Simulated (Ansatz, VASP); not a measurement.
# Sn in VASP and in Ansatz

File INCAR:

```
SYSTEM = Sn
  ALGO = Normal
  EDIFF = 1E-7
  ENCUT = 520
  GGA = PS
  ISIF = 2
  ISMEAR = -1
  LASPH = .True.
  LCHARG = .True.
  LELF = .True.
  LREAL = .False.
  LVHAR = .True.
  LWAVE = .False.
  NBANDS = 21
  NELM = 80
  PREC = Accurate
  SIGMA = 0.1
```

KPOINTS

```
k-points
0
Gamma
  13 13 7
  0 0 0
```

Contents of POSCAR:

```
Sn
1.0
    2.5653495555      0.0000000000      0.0000000000
   -1.2826747778      2.2216578847      0.0000000000
    0.0000000000      0.0000000000      4.1461779743
Sn
2
Direct
    0.3333333333      0.6666666667      0.2500000000
    0.6666666667      0.3333333333      0.7500000000
```

Input for Ansatz:

```yaml
crystal:
  lattice:
    - [2.5653495555, 0.0, 0.0]
    - [-1.2826747778, 2.2216578847, 0.0]
    - [0.0, 0.0, 4.1461779743]
  atoms:
    - { symbol: Sn, position: [0.3333333333, 0.6666666667, 0.25] }
    - { symbol: Sn, position: [0.6666666667, 0.3333333333, 0.75] }
kpoints:
  mp_grid: { grid: [13, 13, 7] }
scf:
  occupations: { method: fermi_dirac, width: 0.1 }
hamiltonian:
  xc: pbesol
  pseudopotentials: { kind: all_electron, lapw: { basis_error: 0.001 } }
output:
  forces: true
  stress: true
  eigenvalues: true
  populations: true
```

Change from the starting cell: volume scaled by 0.45, LAPW.

Alike in both runs: task single point; functional PBEsol; k mesh 13 × 13 × 7; occupations fermi-dirac, width 0.1 eV; no spin polarisation.

|  | VASP | Ansatz |
| --- | --- | --- |
| version | VASP 6.6.1 | Ansatz 0.2.0 |
| potentials or method | VASP PAW PBE potentials, release 64 (Sn_d), cutoff 520 eV | all-electron LAPW, scalar-relativistic |

Ansatz gave:

```
pressure (GPa)                                                : 300.3
traceless stress, the component that is largest in VASP (GPa) : 0.14
```

**Question.** What did VASP give for the same quantities?

**Answer.** Pressure (GPa): 301.7; traceless stress, the component that is largest in VASP (GPa): 0.17.

VASP's potentials were made for PBE, not for PBEsol. Both programs put the cell under a high pressure, so it lies far from rest at this level. Ansatz ran all-electron here, and VASP with PAW potentials.

Noted on VASP's run: the cell as given lies far from equilibrium.
